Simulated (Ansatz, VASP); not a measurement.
# Two plane-wave programs on Sr

File INCAR:

```
SYSTEM = Sr
PREC = Accurate
ENCUT = 520
EDIFF = 1E-7
ISMEAR = 0
SIGMA = 0.15
LREAL = .FALSE.
LASPH = .TRUE.
NELM = 100
ALGO = Fast
ISIF = 2
LWAVE = .FALSE.
LCHARG = .TRUE.
GGA = PS
LELF = .TRUE.
LVHAR = .TRUE.
NBANDS = 17
```

File KPOINTS:

```
regular mesh
0
G
  12 12 8
  0 0 0
```

File POSCAR:

```
Sr
1.0
    4.1945366888      0.0000000000      0.0000000000
   -2.0972683444      3.6325753296      0.0000000000
    0.0000000000      0.0000000000      6.8785266073
Sr
2
Direct
    0.3333333333      0.6666666667      0.2391982681
    0.6666666667      0.3333333333      0.7608017319
```

Input for Ansatz:

```yaml
crystal:
  lattice:
    - [4.1945366888, 0.0, 0.0]
    - [-2.0972683444, 3.6325753296, 0.0]
    - [0.0, 0.0, 6.8785266073]
  atoms:
    - { symbol: Sr, position: [0.3333333333, 0.6666666667, 0.2391982681] }
    - { symbol: Sr, position: [0.6666666667, 0.3333333333, 0.7608017319] }
basis:
  ecutwfc: 420
kpoints:
  mp_grid: { grid: [12, 12, 8] }
hamiltonian:
  xc: pbesol
scf:
  occupations: { method: gaussian, width: 0.15 }
output:
  forces: true
  stress: true
  eigenvalues: true
```

Change from the starting cell: mode 4 frozen in at +0.000 Å and mode 6 at -0.074 Å (largest displacements).

Alike in both runs: task single point; functional PBEsol; k mesh 12 × 12 × 8; occupations gaussian, width 0.15 eV; no spin polarisation.

```csv
,VASP,Ansatz
version,VASP 6.6.1,Ansatz 0.2.0
potentials or method,"VASP PAW PBE potentials, release 64 (Sr_sv), cutoff 520 eV","scalar-relativistic, plane waves, PAW"
valence electrons in the cell,20,20
```

|  | VASP | Ansatz | Ansatz less VASP |
| --- | --- | --- | --- |
| gap on the k mesh at the Fermi level (eV) | none | none | - |
| pressure (GPa) | 0.1 | 0.0 | -0.01 |
| traceless stress, the component that is largest in VASP (GPa) | 0.06 | 0.06 | +0.001 |
| rms of the force components (eV/Å) | 0.130 | 0.130 | -0.0003 |

VASP's potentials were made for PBE, not for PBEsol. Atom by atom the forces differ by 0.000 eV/Å (rms over components). A gap of «none» marks a metal or a gap that the smearing closes. The functional is the same, so the differences come from potentials, cutoffs and numerics.
